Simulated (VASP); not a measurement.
# CoSn2 (I4/mcm) in VASP: further runs

Runs on CoSn2. Level: PBEsol. Tasks: single point.

Everything below comes from runs of VASP 6.6.1. Logs are shortened: lines on timing, memory, paths and dates and some standing lists are left out, and cuts for length are marked.

## Step 1: The cell of the first run

It takes space group I4/mcm (No. 140, tetragonal). The conventional cell has a = 6.280 Å, b = 6.280 Å, c = 5.398 Å, α = 90.00°, β = 90.00°, γ = 90.00°. Within 3.6 Å of Co (site symmetry 422) lie 2 Co at 2.70 Å and 8 Sn at 2.70 Å. Within 3.6 Å of Sn (site symmetry m2m) lie 4 Co at 2.70 Å and 11 Sn at 2.95 to 3.41 Å.

## Step 2: Single point, PBEsol

The input, INCAR:

```
SYSTEM = CoSn2
PREC = Accurate
ENCUT = 520
EDIFF = 1E-6
ISMEAR = 0
SIGMA = 0.1
LREAL = .FALSE.
LASPH = .TRUE.
NELM = 80
ALGO = Fast
ISIF = 2
LWAVE = .FALSE.
LCHARG = .FALSE.
GGA = PS
NBANDS = 46
```

The input, KPOINTS:

```
Automatic mesh
0
G
  8 8 8
  0 0 0
```

The input, POSCAR:

```
CoSn2
1.0
   -3.1397850674      3.1397850674      2.6987582830
    3.1397850674     -3.1397850674      2.6987582830
    3.1397850674      3.1397850674     -2.6987582830
Co Sn
2 4
Direct
    0.2500000000      0.2500000000      0.0000000000
    0.7500000000      0.7500000000      0.0000000000
    0.6663276314      0.1663276314      0.8326552628
    0.1663276314      0.3336723686      0.5000000000
    0.3336723686      0.8336723686      0.1673447372
    0.8336723686      0.6663276314      0.5000000000
```

Potentials or basis: VASP PAW PBE potentials, release 64 (Co, Sn_d).

Run with:

```sh
> cat potpaw_PBE.64/Co/POTCAR potpaw_PBE.64/Sn_d/POTCAR > POTCAR
> mpirun -np 1 vasp_std > vasp.out
```

OUTCAR:

```text
SYSTEM = CoSn2
   PREC = Accurate
   ENCUT = 520
   EDIFF = 1E-6
   ISMEAR = 0
   LREAL = .FALSE.
   LASPH = .TRUE.
   NELM = 80
   ISIF = 2
   GGA = PS

 ion  position               nearest neighbor table
   1  0.250  0.250  0.000-   2 2.70   2 2.70   6 2.70   3 2.70   4 2.70   5 2.70   4 2.70   6 2.70
                             3 2.70   5 2.70
   2  0.750  0.750  0.000-   1 2.70   1 2.70   5 2.70   3 2.70   5 2.70   6 2.70   6 2.70   3 2.70
                             4 2.70   4 2.70
   3  0.666  0.166  0.833-   1 2.70   2 2.70   1 2.70   2 2.70   5 2.95   5 3.08   5 3.08   4 3.31
                             6 3.31   6 3.31   4 3.31   6 3.41   4 3.41   4 3.41   6 3.41
   4  0.166  0.334  0.500-   2 2.70   1 2.70   1 2.70   2 2.70   6 2.95   6 3.08   6 3.08   5 3.31
                             5 3.31   3 3.31   3 3.31   3 3.41   3 3.41   5 3.41   5 3.41
   5  0.334  0.834  0.167-   1 2.70   2 2.70   1 2.70   2 2.70   3 2.95   3 3.08   3 3.08   4 3.31
                             6 3.31   6 3.31   4 3.31   4 3.41   6 3.41   4 3.41   6 3.41
   6  0.834  0.666  0.500-   1 2.70   2 2.70   2 2.70   1 2.70   4 2.95   4 3.08   4 3.08   3 3.31
                             5 3.31   5 3.31   3 3.31   3 3.41   3 3.41   5 3.41   5 3.41

  LATTYP: Found a body centered tetragonal cell.
 ALAT       =     6.2795701348
 C/A-ratio  =     0.8595359953

  Lattice vectors:

 A1 = (  -3.1397850674,   3.1397850674,   2.6987582830)
 A2 = (   3.1397850674,  -3.1397850674,   2.6987582830)
 A3 = (   3.1397850674,   3.1397850674,  -2.6987582830)

Analysis of symmetry for initial positions (statically):
=====================================================================
 Subroutine PRICEL returns:
 Original cell was already a primitive cell.

 Routine SETGRP: Setting up the symmetry group for a
 body centered tetragonal supercell.

 Subroutine GETGRP returns: Found 16 space group operations
 (whereof  8 operations were pure point group operations)
 out of a pool of 16 trial point group operations.

The static configuration has the point symmetry C_4h.
 The point group associated with its full space group is D_4h.

Analysis of symmetry for dynamics (positions and initial velocities):
=====================================================================
 Subroutine PRICEL returns:
 Original cell was already a primitive cell.

 Routine SETGRP: Setting up the symmetry group for a
 body centered tetragonal supercell.

 Subroutine GETGRP returns: Found 16 space group operations
 (whereof  8 operations were pure point group operations)
 out of a pool of 16 trial point group operations.

The dynamic configuration has the point symmetry C_4h.
 The point group associated with its full space group is D_4h.
[... 108 lines left out ...]
   LREAL  =      F    real-space projection
   EDIFFG = 0.1E-04   stopping-criterion for IOM
   NSW    =      0    number of steps for IOM
   IBRION =     -1    ionic relax: 0-MD 1-quasi-New 2-CG
   NFREE  =      0    steps in history (QN), initial steepest desc. (CG)
   ISIF   =      2    stress and relaxation
   ISYM   =      2    0-nonsym 1-usesym 2-fastsym
   POTIM  = 0.5000    time-step for ionic-motion
   TEBEG  =    0.0;   TEEND  =   0.0 temperature during run
   PSTRESS=    0.0 pullay stress
   NELECT =      74.0000    total number of electrons
   NUPDOWN=      -1.0000    fix difference up-down
   EMIN   =  10.00;   EMAX   =-10.00  energy-range for DOS
   EFERMI =   0.00;   METHOD = LEGACY
   ISMEAR =     0;   SIGMA  =   0.10  broadening in eV -4-tet -1-fermi 0-gaus
   EFERMI_NEDOS =   21; number of points for ismear=-14 and -15
   IALGO  =     68    algorithm
   IMIX   =      4    mixing-type and parameters
     AMIX     =   0.40;   BMIX     =  1.00
     AMIX_MAG =   1.60;   BMIX_MAG =  1.00
  volume/ion in A,a.u.               =      17.74       119.69
  Fermi-wavevector in a.u.,A,eV,Ry     =   1.450366  2.740793 28.620673  2.103560
  Thomas-Fermi vector in A             =   2.567986
   LORBIT       =      0    0 simple, 1 ext, 2 COOP (PROOUT), +10 PAW based schemes
   GGA     = PS    functional components
   LHFCALC =     F    Hartree Fock is set to
   AEXX    =    0.0000 exact exchange contribution
   IVDW    =     0    specifies the selected vdW correction
   LEPSILON=     F    determine dielectric tensor
   LRPA    =     F    only Hartree local field effects (RPA)
 non-spin polarized calculation
 RMM-DIIS sequential band-by-band and
 Gauss-broadening in eV      SIGMA  =   0.10
  energy-cutoff  :      520.00
  volume of cell :      106.42
 maximum number of plane-waves:      2894
   NGX = 19   NGY = 19   NGZ = 19

 number of electron      73.9999994 magnetization

 Free energy of the ion-electron system (eV)
  ---------------------------------------------------
  ext. energy  EPLUGINS =         0.00000000
  ---------------------------------------------------
  free energy    TOTEN  =       -33.29829556 eV

  energy without entropy =      -33.28231170  energy(sigma->0) =      -33.29030363

 E-fermi :  10.8726     XC(G=0): -12.1040

 val. band max:       10.8511868315   @ k =   0.2500   0.0000   0.0000
 cond. band min:      10.8820189121   @ k =  -0.2500  -0.2500   0.1250
 fundamental gap:      0.0308320806
 Fermi energy:        10.8726010915

 k-point     1 :       0.0000    0.0000    0.0000
  band No.  band energies     occupation
      1     -10.6311      2.00000
      2     -10.6007      2.00000
      3     -10.5776      2.00000
      4     -10.5747      2.00000
      5     -10.5743      2.00000
      6     -10.5743      2.00000
[... 1165 lines left out ...]
     45      15.1615      0.00000
     46      15.1615      0.00000

 [... further k-points ...]
[... 5 lines left out ...]
  --------------------------------------------------------------------------------------
  -------------------------------------------------------------------------------------
  Total       -0.0190995     -0.0190995      0.0072162      0.0000000      0.0000000      0.0000000
  in kB       -0.2875466     -0.2875466      0.1086410      0.0000000      0.0000000      0.0000000
  external PRESSURE =      -0.1554840 kB  Pullay stress =       0.0000000 kB

 VOLUME and BASIS-vectors are now :
 -----------------------------------------------------------------------------
  energy-cutoff  :      520.00
  volume of cell :      106.42
      direct lattice vectors                 reciprocal lattice vectors
    -3.139785067  3.139785067  2.698758283     0.000000000  0.159246569  0.185270390
     3.139785067 -3.139785067  2.698758283     0.159246569  0.000000000  0.185270390
     3.139785067  3.139785067 -2.698758283     0.159246569  0.159246569  0.000000000

 POSITION                                       TOTAL-FORCE (eV/Angst)
 -----------------------------------------------------------------------------------
      0.00000      0.00000      1.34938        -0.000000     -0.000000      0.000000
      0.00000      0.00000      4.04814        -0.000000     -0.000000      0.000000
      1.04447      4.18425      0.00000         0.003051      0.003051     -0.000000
      2.09532      1.04447      0.00000        -0.003051      0.003051      0.000000
      2.09532     -1.04447      2.69876        -0.003051     -0.003051      0.000000
      1.04447      2.09532      2.69876         0.003051     -0.003051      0.000000
 -----------------------------------------------------------------------------------
    total drift:                               -0.000000     -0.000000      0.000000

  FREE ENERGIE OF THE ION-ELECTRON SYSTEM (eV)
  ---------------------------------------------------
  free  energy   TOTEN  =       -33.2982955645 eV

  energy  without entropy=      -33.2823117045  energy(sigma->0) =      -33.29030363
```

OSZICAR:

```text
N       E                     dE             d eps       ncg     rms          rms(c)
DAV:   1     0.780357511643E+03    0.78036E+03   -0.34723E+04  5538   0.272E+03
DAV:   2     0.904598454836E+02   -0.68990E+03   -0.67326E+03  5428   0.663E+02
DAV:   3    -0.284385766310E+02   -0.11890E+03   -0.11541E+03  5684   0.233E+02
DAV:   4    -0.351366920410E+02   -0.66981E+01   -0.66153E+01  6212   0.611E+01
DAV:   5    -0.353225594964E+02   -0.18587E+00   -0.18571E+00  6934   0.988E+00    0.142E+01
RMM:   6    -0.428598312130E+02   -0.75373E+01   -0.43289E+01  6004   0.378E+01    0.257E+01
RMM:   7    -0.334404397258E+02    0.94194E+01   -0.12877E+01  5779   0.223E+01    0.285E+00
RMM:   8    -0.333153869715E+02    0.12505E+00   -0.95384E-01  6157   0.502E+00    0.170E+00
RMM:   9    -0.332956482840E+02    0.19739E-01   -0.22226E-01  6401   0.277E+00    0.400E-01
RMM:  10    -0.332979946243E+02   -0.23463E-02   -0.50638E-02  7346   0.152E+00    0.316E-01
RMM:  11    -0.332981202943E+02   -0.12567E-03   -0.14057E-02  8557   0.719E-01    0.178E-01
RMM:  12    -0.332983495318E+02   -0.22924E-03   -0.40887E-03  8487   0.354E-01    0.138E-01
RMM:  13    -0.332982673195E+02    0.82212E-04   -0.12410E-03  8688   0.172E-01    0.318E-02
RMM:  14    -0.332982893549E+02   -0.22035E-04   -0.39227E-04  9066   0.784E-02    0.169E-02
RMM:  15    -0.332982950394E+02   -0.56845E-05   -0.68482E-05  7564   0.356E-02    0.105E-02
RMM:  16    -0.332982964592E+02   -0.14198E-05   -0.11776E-05  6834   0.174E-02    0.825E-03
RMM:  17    -0.332982954544E+02    0.10048E-05   -0.51365E-06  5938   0.132E-02    0.927E-04
RMM:  18    -0.332982955645E+02   -0.11015E-06   -0.17686E-06  3673   0.756E-03
   1 F= -.33298296E+02 E0= -.33290304E+02  d E =-.159839E-01
```

stdout:

```text
POSCAR found type information on POSCAR CoSn
 POSCAR found :  2 types and       6 ions
 scaLAPACK will be used
 -----------------------------------------------------------------------------
|                                                                             |
|                                                                             |
|     You enforced a specific xc type in the INCAR file but a different       |
|     I HOPE YOU KNOW WHAT YOU ARE DOING!                                     |
|                                                                             |
 -----------------------------------------------------------------------------

 LDA part: xc-table for (Slater+PW92), standard interpolation
 POSCAR, INCAR and KPOINTS ok, starting setup
 FFT: planning ... GRIDC
 FFT: planning ... GRID_SOFT
 FFT: planning ... GRID
 WAVECAR not read
 entering main loop
```

Run time: 9.8 min. Hardware: 1 thread of Intel Xeon Platinum 8488C (Sapphire Rapids), shared host; peak memory 0.39 GiB.

Results:

```
Free energy            : -33.2983 eV
Pressure               : 0.0 GPa
Largest force          : 0.004 eV/Å
Band gap on the k mesh : zero (band 37 reaches 11.92 eV, above the bottom of band 38 at 10.27 eV)
```

Forces on the atoms (eV/Å):
```
Co   0.000  0.000  0.000
Co   0.000  0.000  0.000
Sn   0.003  0.003  0.000
Sn  -0.003  0.003  0.000
Sn  -0.003 -0.003  0.000
Sn   0.003 -0.003  0.000
```

Caveat: the PAW data sets were made with another functional, which shifts forces and pressure a little; spin-orbit coupling is left out, which moves the levels of the heavy elements.

[end of part 1 of 3]
